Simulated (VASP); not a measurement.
A run of VASP 6.6.1 is set up as follows.

INCAR

```
SYSTEM = MnO2
ALGO = Normal ; EDIFF = 1E-6
ENCUT = 600 ; GGA = PE
GGA_COMPAT = .FALSE. ; ISIF = 2
ISMEAR = 0 ; ISPIN = 2
LASPH = .TRUE. ; LCHARG = .FALSE.
LMAXMIX = 4 ; LORBIT = 11
LREAL = .FALSE. ; LWAVE = .FALSE.
MAGMOM = 2.74 0 0 ; NBANDS = 24
NELM = 200 ; PREC = Accurate
SIGMA = 0.1
```

The input KPOINTS:

```
k-points
0
G
  3 3 3
  0 0 0
```

Contents of POSCAR:

```
MnO2
1.0
    1.4284348394      0.8247072390      4.5839315268
   -1.4284348394      0.8247072390      4.5839315268
    0.0000000000     -1.6494144781      4.5839315268
Mn O
1 2
Direct
    0.0000000000      0.0000000000      0.0000000000
    0.2643644900      0.2643644900      0.2643644900
    0.7356355100      0.7356355100      0.7356355100
```

Potentials or basis: VASP PAW PBE potentials, release 64 (Mn_pv, O).

Launch:

```sh
$ cat potpaw_PBE.64/Mn_pv/POTCAR potpaw_PBE.64/O/POTCAR > POTCAR
$ mpirun -np 1 vasp_std > vasp.out
```

Task: What does it give for the net moment?

Result: 3.00 μB per cell.

Task: Estimate the largest force.

Result: 0.357 eV/Å.

Task: Estimate the pressure.

Result: 6.2 GPa.

Forces in eV/Å, atoms in the order of the input:
```
Mn   0.000  0.000  0.000
O    0.000  0.000 -0.357
O    0.000  0.000  0.357
```

Caveat: the k points lie up to 0.86 Å⁻¹ apart; a cell with one magnetic atom can't hold antiferromagnetic order, which such compounds often take.
